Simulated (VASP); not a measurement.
# Os (P6_3/mmc) in VASP: notebook

The runs below take Os through single point, with r2SCAN.

Program: VASP 6.6.1. These are calculated values, not measurements. Logs are shortened: lines on timing, memory, paths and dates and some standing lists are left out, and cuts for length are marked.

### 1 The cell of the first run

The structure is hexagonal, space group P6_3/mmc (No. 194). The conventional cell has a = 2.739 Å, b = 2.739 Å, c = 4.314 Å, α = 90.00°, β = 90.00°, γ = 120.00°. Os (site symmetry -6m2) has 12 Os at 2.67 to 2.74 Å within 3.5 Å.

### 2 Single point, r2SCAN

POSCAR reads:

```
Os
1.0
    2.7393806551      0.0000000000      0.0000000000
   -1.3696903275      2.3723732379      0.0000000000
    0.0000000000      0.0000000000      4.3138178725
Os
2
Direct
    0.3333333333      0.6666666667      0.2500000000
    0.6666666667      0.3333333333      0.7500000000
```

INCAR.step1 reads:

```
SYSTEM = Os
  PREC = Accurate
  ENCUT = 620
  ISMEAR = 0
  SIGMA = 0.2
  LREAL = .False.
  LASPH = .True.
  NELM = 120
  NBANDS = 23
  GGA = PE
  ALGO = Normal
  EDIFF = 1E-5
  LWAVE = .True.
  LCHARG = .False.
  GGA_COMPAT = .False.
```

INCAR.step2 reads:

```
SYSTEM = Os
  PREC = Accurate
  ENCUT = 620
  EDIFF = 1E-6
  ISMEAR = 0
  SIGMA = 0.2
  LREAL = .False.
  LASPH = .True.
  NELM = 120
  ALGO = Normal
  ISIF = 2
  LWAVE = .False.
  LCHARG = .False.
  METAGGA = R2SCAN
  LMIXTAU = .True.
  NBANDS = 23
  ISTART = 1
  GGA_COMPAT = .False.
```

KPOINTS reads:

```
regular mesh
0
Gamma
  13 13 7
  0 0 0
```

Potentials or basis: VASP PAW PBE potentials, release 64 (Os_sv_GW).

Run with:

```console
$ cat potpaw_PBE.64/Os_sv_GW/POTCAR > POTCAR
$ cp INCAR.step1 INCAR
$ mpirun -np 1 vasp_std > vasp.out
$ cp INCAR.step2 INCAR
$ mpirun -np 1 vasp_std > vasp.out
```

OUTCAR:

```text
SYSTEM = Os
   PREC = Accurate
   ENCUT = 620
   EDIFF = 1E-6
   ISMEAR = 0
   LREAL = .False.
   LASPH = .True.
   NELM = 120
   ISIF = 2
   METAGGA = R2SCAN
   ISTART = 1

 ion  position               nearest neighbor table
   1  0.333  0.667  0.250-   2 2.67   2 2.67   2 2.67   2 2.67   2 2.67   2 2.67
   2  0.667  0.333  0.750-   1 2.67   1 2.67   1 2.67   1 2.67   1 2.67   1 2.67

  LATTYP: Found a hexagonal cell.
 ALAT       =     2.7393806551
 C/A-ratio  =     1.5747420368

  Lattice vectors:

 A1 = (   2.7393806551,   0.0000000000,   0.0000000000)
 A2 = (  -1.3696903275,   2.3723732379,   0.0000000000)
 A3 = (   0.0000000000,   0.0000000000,   4.3138178725)

Analysis of symmetry for initial positions (statically):
=====================================================================
 Subroutine PRICEL returns:
 Original cell was already a primitive cell.

 Routine SETGRP: Setting up the symmetry group for a
 hexagonal supercell.

 Subroutine GETGRP returns: Found 24 space group operations
 (whereof 12 operations were pure point group operations)
 out of a pool of 24 trial point group operations.

The static configuration has the point symmetry D_3d.
 The point group associated with its full space group is D_6h.

Analysis of symmetry for dynamics (positions and initial velocities):
=====================================================================
 Subroutine PRICEL returns:
 Original cell was already a primitive cell.

 Routine SETGRP: Setting up the symmetry group for a
 hexagonal supercell.

 Subroutine GETGRP returns: Found 24 space group operations
 (whereof 12 operations were pure point group operations)
 out of a pool of 24 trial point group operations.

The dynamic configuration has the point symmetry D_3d.
 The point group associated with its full space group is D_6h.

 Subroutine INISYM returns: Found 24 space group operations
 (whereof 12 operations are pure point group operations),
 and found     1 'primitive' translations

----------------------------------------------------------------------------------------

                                     Primitive cell

  volume of cell :      28.0348

  direct lattice vectors                    reciprocal lattice vectors
     2.739380655  0.000000000  0.000000000     0.365046018  0.210759417  0.000000000
    -1.369690328  2.372373238  0.000000000     0.000000000  0.421518834  0.000000000
     0.000000000  0.000000000  4.313817872     0.000000000  0.000000000  0.231813217
[... 76 lines left out ...]
   ISTART =      1    job   : 0-new  1-cont  2-samecut
   ICHARG =      0    charge: 1-file 2-atom 10-const
   ISPIN  =      1    spin polarized calculation?
   LNONCOLLINEAR =      F non collinear calculations
   LSORBIT =      F    spin-orbit coupling
   LASPH  =      T    aspherical Exc in radial PAW
   ENCUT  =  620.0 eV  45.57 Ry    6.75 a.u.   5.56  5.56  8.76*2*pi/ulx,y,z
   NELM   =    120;   NELMIN=  2; NELMDL=  0     # of ELM steps
   EDIFF  = 0.1E-05   stopping-criterion for ELM
   LREAL  =      F    real-space projection
   EDIFFG = 0.1E-04   stopping-criterion for IOM
   NSW    =      0    number of steps for IOM
   IBRION =     -1    ionic relax: 0-MD 1-quasi-New 2-CG
   NFREE  =      0    steps in history (QN), initial steepest desc. (CG)
   ISIF   =      2    stress and relaxation
   ISYM   =      2    0-nonsym 1-usesym 2-fastsym
   POTIM  = 0.5000    time-step for ionic-motion
   TEBEG  =    0.0;   TEEND  =   0.0 temperature during run
   PSTRESS=    0.0 pullay stress
   NELECT =      32.0000    total number of electrons
   NUPDOWN=      -1.0000    fix difference up-down
   EMIN   =  10.00;   EMAX   =-10.00  energy-range for DOS
   EFERMI =   0.00;   METHOD = LEGACY
   ISMEAR =     0;   SIGMA  =   0.20  broadening in eV -4-tet -1-fermi 0-gaus
   EFERMI_NEDOS =   21; number of points for ismear=-14 and -15
   IALGO  =     38    algorithm
   IMIX   =      4    mixing-type and parameters
     AMIX     =   0.40;   BMIX     =  1.00
     AMIX_MAG =   1.60;   BMIX_MAG =  1.00
  volume/ion in A,a.u.               =      14.02        94.59
  Fermi-wavevector in a.u.,A,eV,Ry     =   1.710904  3.233141 39.826893  2.927194
  Thomas-Fermi vector in A             =   2.789117
   LORBIT       =      0    0 simple, 1 ext, 2 COOP (PROOUT), +10 PAW based schemes
   METAGGA = R2SCAN    functional components
   LHFCALC =     F    Hartree Fock is set to
   AEXX    =    0.0000 exact exchange contribution
   IVDW    =     0    specifies the selected vdW correction
   LEPSILON=     F    determine dielectric tensor
   LRPA    =     F    only Hartree local field effects (RPA)
 non-spin polarized calculation
 Gauss-broadening in eV      SIGMA  =   0.20
  energy-cutoff  :      620.00
  volume of cell :       28.03
 maximum number of plane-waves:      1008
 NGX is ok and might be reduce to    24
   NGX = 11   NGY = 11   NGZ = 17

 number of electron      32.0000000 magnetization

 Free energy of the ion-electron system (eV)
  ---------------------------------------------------
  ext. energy  EPLUGINS =         0.00000000
  ---------------------------------------------------
  free energy    TOTEN  =      -108.19676617 eV

  energy without entropy =     -108.17536841  energy(sigma->0) =     -108.18606729

 E-fermi :  13.6233     XC(G=0): -16.0057

 val. band max:       13.5896475383   @ k =   0.3077   0.3077   0.2857
 cond. band min:      13.6864639232   @ k =   0.4615   0.0769   0.4286
 fundamental gap:      0.0968163849
 Fermi energy:        13.6233476821

 k-point     1 :       0.0000    0.0000    0.0000
  band No.  band energies     occupation
      1     -75.2208      2.00000
      2     -75.0892      2.00000
      3     -34.5919      2.00000
      4     -33.5984      2.00000
      5     -33.5984      2.00000
      6     -33.4074      2.00000
[... 613 lines left out ...]
     22      28.8095      0.00000
     23      30.9391      0.00000

 [... further k-points ...]
[... 5 lines left out ...]
  --------------------------------------------------------------------------------------
  -------------------------------------------------------------------------------------
  Total       -0.1458139     -0.1458139     -0.1592185     -0.0000000      0.0000000      0.0000000
  in kB       -8.3332078     -8.3332078     -9.0992745     -0.0000000      0.0000000      0.0000000
  external PRESSURE =      -8.5885634 kB  Pullay stress =       0.0000000 kB

 VOLUME and BASIS-vectors are now :
 -----------------------------------------------------------------------------
  energy-cutoff  :      620.00
  volume of cell :       28.03
      direct lattice vectors                 reciprocal lattice vectors
     2.739380655  0.000000000  0.000000000     0.365046018  0.210759417  0.000000000
    -1.369690328  2.372373238  0.000000000     0.000000000  0.421518834  0.000000000
     0.000000000  0.000000000  4.313817872     0.000000000  0.000000000  0.231813217

 POSITION                                       TOTAL-FORCE (eV/Angst)
 -----------------------------------------------------------------------------------
     -0.00000      1.58158      1.07845        -0.000000      0.000000      0.000000
      1.36969      0.79079      3.23536         0.000000     -0.000000      0.000000
 -----------------------------------------------------------------------------------
    total drift:                                0.000000     -0.000000      0.000000

  FREE ENERGIE OF THE ION-ELECTRON SYSTEM (eV)
  ---------------------------------------------------
  free  energy   TOTEN  =      -108.1967661743 eV

  energy  without entropy=     -108.1753684131  energy(sigma->0) =     -108.18606729
```

OUTCAR.step1:

```text
SYSTEM = Os
   PREC = Accurate
   ENCUT = 620
   ISMEAR = 0
   LREAL = .False.
   LASPH = .True.
[... 849 lines left out ...]
     -0.00000      1.58158      1.07845         0.000000     -0.000000      0.000000
      1.36969      0.79079      3.23536        -0.000000      0.000000      0.000000
 -----------------------------------------------------------------------------------
    total drift:                                0.000000     -0.000000      0.000000

  FREE ENERGIE OF THE ION-ELECTRON SYSTEM (eV)
  ---------------------------------------------------
  free  energy   TOTEN  =       -24.7351582448 eV

  energy  without entropy=      -24.7131521519  energy(sigma->0) =      -24.72415520
```

OSZICAR.step1:

```text
N       E                     dE             d eps       ncg     rms          rms(c)
DAV:   1     0.349420314241E+03    0.34942E+03   -0.25021E+04  3960   0.171E+03
DAV:   2    -0.154332002711E+02   -0.36485E+03   -0.34940E+03  4636   0.501E+02
DAV:   3    -0.269129203757E+02   -0.11480E+02   -0.11393E+02  4740   0.858E+01
DAV:   4    -0.269570208384E+02   -0.44100E-01   -0.44093E-01  4214   0.605E+00
DAV:   5    -0.269571777731E+02   -0.15693E-03   -0.15693E-03  4754   0.333E-01    0.106E+02
DAV:   6    -0.250033254816E+02    0.19539E+01   -0.30871E+00  4263   0.134E+01    0.549E+01
DAV:   7    -0.247659516720E+02    0.23737E+00   -0.14048E+00  4585   0.858E+00    0.114E+01
DAV:   8    -0.247359896731E+02    0.29962E-01   -0.12389E-01  4214   0.322E+00    0.149E+00
DAV:   9    -0.247353240268E+02    0.66565E-03   -0.20796E-03  4600   0.369E-01    0.592E-01
DAV:  10    -0.247351516704E+02    0.17236E-03   -0.23098E-04  4214   0.177E-01    0.372E-01
DAV:  11    -0.247351582448E+02   -0.65743E-05   -0.22160E-06  2709   0.176E-02
   1 F= -.24735158E+02 E0= -.24724155E+02  d E =-.220061E-01
```

It took 3.8 min on 1 thread of AMD EPYC 7R13 (Zen 3), shared host; peak memory 0.18 GiB.

Results:

- Free energy: -108.1968 eV
- Pressure: -0.9 GPa
- Band gap on the k mesh: zero (bands 16 and 17 overlap by 3.99 eV)

Levels at points of the mesh, in eV from the Fermi level:
| k point | band 13 | band 14 | band 15 | band 16 | band 17 | band 18 | band 19 | band 20 |
| --- | --- | --- | --- | --- | --- | --- | --- | --- |
| (0.00, 0.00, 0.00) | -2.92 | -2.36 | -2.36 | -1.74 | -1.74 | -0.07 | 1.67 | 1.67 |

Caveat: the PAW data sets were made with another functional, which shifts forces and pressure a little; spin-orbit coupling is left out, which moves the levels of the heavy elements.

### 3 Single point, r2SCAN

POSCAR is that of step 2.

Edit INCAR.step1 of step 2 so:

```diff
@@ -3,4 +3,4 @@
   ENCUT = 620
-  ISMEAR = 0
-  SIGMA = 0.2
+  ISMEAR = 1
+  SIGMA = 0.3
   LREAL = .False.
```

Edit INCAR.step2 of step 2 so:

```diff
@@ -4,4 +4,4 @@
   EDIFF = 1E-6
-  ISMEAR = 0
-  SIGMA = 0.2
+  ISMEAR = 1
+  SIGMA = 0.3
   LREAL = .False.
```

KPOINTS is that of step 2.

Potentials or basis: VASP PAW PBE potentials, release 64 (Os_sv_GW).

Run with:

```console
$ cat potpaw_PBE.64/Os_sv_GW/POTCAR > POTCAR
$ cp INCAR.step1 INCAR
$ mpirun -np 1 vasp_std > vasp.out
$ cp INCAR.step2 INCAR
$ mpirun -np 1 vasp_std > vasp.out
```

Wall time 4.1 min (1 thread of Intel Xeon Platinum 8259CL at 2.50GHz (Skylake/Cascade Lake), shared host); peak memory 0.21 GiB.

Results (log left out):

```yaml
Free_energy: -108.1848 eV
Pressure: -1.0 GPa
Band_gap_on_the_k_mesh: zero (bands 16 and 17 overlap by 3.99 eV)
```

Stress tensor (GPa, compression positive):
```
-0.90  0.00  0.00
 0.00 -0.90  0.00
 0.00  0.00 -1.12
```

Levels at points of the mesh, in eV from the Fermi level:
| k point | band 13 | band 14 | band 15 | band 16 | band 17 | band 18 | band 19 | band 20 |
| --- | --- | --- | --- | --- | --- | --- | --- | --- |
| (0.00, 0.00, 0.00) | -2.93 | -2.38 | -2.38 | -1.75 | -1.75 | -0.08 | 1.66 | 1.66 |

Caveat: the PAW data sets were made with another functional, which shifts forces and pressure a little; spin-orbit coupling is left out, which moves the levels of the heavy elements.

### 4 Single point, r2SCAN

POSCAR is that of step 3.

INCAR.step1 reads:

```
SYSTEM = Os
PREC     = Accurate       ! precision mode
ENCUT    = 620            ! plane-wave cutoff, eV
ISMEAR   = -1             ! smearing method
SIGMA    = 0.01           ! smearing width, eV
LREAL    = .FALSE.        ! projectors in reciprocal space
LASPH    = .TRUE.         ! aspherical terms in the spheres
NELM     = 120            ! most SCF steps
NBANDS   = 23             ! bands
GGA      = PE             ! functional
ALGO     = Normal         ! electronic algorithm
EDIFF    = 1E-5           ! SCF threshold, eV
LWAVE    = .TRUE.         ! write WAVECAR
LCHARG   = .FALSE.        ! write CHGCAR
GGA_COMPAT= .FALSE.
```

INCAR.step2 reads:

```
SYSTEM = Os
PREC     = Accurate       ! precision mode
ENCUT    = 620            ! plane-wave cutoff, eV
EDIFF    = 1E-6           ! SCF threshold, eV
ISMEAR   = -1             ! smearing method
SIGMA    = 0.01           ! smearing width, eV
LREAL    = .FALSE.        ! projectors in reciprocal space
LASPH    = .TRUE.         ! aspherical terms in the spheres
NELM     = 120            ! most SCF steps
ALGO     = Normal         ! electronic algorithm
ISIF     = 2              ! what is computed and relaxed
LWAVE    = .FALSE.        ! write WAVECAR
LCHARG   = .FALSE.        ! write CHGCAR
METAGGA  = R2SCAN         ! meta-GGA
LMIXTAU  = .TRUE.       
NBANDS   = 23             ! bands
ISTART   = 1            
GGA_COMPAT= .FALSE.
```

KPOINTS reads:

```
regular mesh
0
G
  13 13 7
  0 0 0
```

Run with:

```console
$ cat potpaw_PBE.64/Os_sv_GW/POTCAR > POTCAR
$ cp INCAR.step1 INCAR
$ mpirun -np 1 vasp_std > vasp.out
$ cp INCAR.step2 INCAR
$ mpirun -np 1 vasp_std > vasp.out
```

Wall time 98 s (1 thread of Intel Xeon 6975P-C (Granite Rapids), shared host); peak memory 0.21 GiB.

It converged, with:

```yaml
Free_energy: -108.1861 eV
Pressure: -1.0 GPa
Band_gap_on_the_k_mesh: zero (bands 16 and 17 overlap by 3.99 eV)
```

Stress tensor (GPa, compression positive):
```
-0.89  0.00  0.00
 0.00 -0.89  0.00
 0.00  0.00 -1.23
```

Levels at points of the mesh, in eV from the Fermi level:
```tsv
k point	band 12	band 13	band 14	band 15	band 16	band 17	band 18	band 19	band 20	band 21
(0.00, 0.00, 0.00)	-3.20	-2.89	-2.33	-2.33	-1.71	-1.71	-0.04	1.71	1.71	9.50
```

Caveat: the PAW data sets were made with another functional, which shifts forces and pressure a little; spin-orbit coupling is left out, which moves the levels of the heavy elements.

### 5 Summary

```csv
smearing,gap on the mesh (eV),pressure (GPa)
gaussian 0.2 eV,none,-0.9
methfessel-paxton 0.3 eV,none,-1.0
fermi-dirac 0.01 eV,none,-1.0
```

Alike in all rows: task single point; level r2SCAN; potentials or basis VASP PAW PBE potentials, release 64 (Os_sv_GW); no spin polarisation; cell as given; k mesh 13 × 13 × 7; cutoff (eV) 620.

Caveats: the PAW data sets were made with another functional, which shifts forces and pressure a little; spin-orbit coupling is left out, which moves the levels of the heavy elements.

Total energies depend on the potentials used, so only differences within one code and one set of settings carry meaning.

The gap in the log of VASP goes by the Fermi energy; the results here count the filled bands.